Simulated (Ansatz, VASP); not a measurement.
## One calculation of Ti2BN, two programs

```
Ti B N
1.0
     1.56989   -8.60841    0.00000
     1.56989    8.60841    0.00000
     0.00000    0.00000    3.01532
Ti B N
4 2 2
Direct
  0.69264 0.30736 0.25000
  0.07214 0.92786 0.75000
  0.30736 0.69264 0.75000
  0.92786 0.07214 0.25000
  0.52719 0.47281 0.25000
  0.47281 0.52719 0.75000
  0.18895 0.81105 0.75000
  0.81105 0.18895 0.25000
```

Alike in both runs: functional PBE; k mesh 10 × 10 × 10; occupations gaussian, width 0.1 eV; no spin polarisation.

Ansatz relaxed the structure, and its values are those at the end. VASP's run is a single point on that final structure, the one shown.

```csv
,VASP,Ansatz
version,VASP 6.6.1,Ansatz 0.2.0
potentials or method,"VASP PAW PBE potentials, release 64 (Ti_sv, B, N), cutoff 520 eV","scalar-relativistic, plane waves, PAW"
valence electrons in the cell,64,64
```

|  | VASP | Ansatz | Ansatz less VASP |
| --- | --- | --- | --- |
| gap on the k mesh at the Fermi level (eV) | none | none | - |
| pressure (GPa) | 0.3 | 0.0 | -0.26 |
| rms of the force components (eV/Å) | 0.009 | 0.000 | -0.0083 |

A gap of «none» marks a metal or a gap that the smearing closes. With one functional, cell and mesh, what is left measures potentials, basis and numerics.
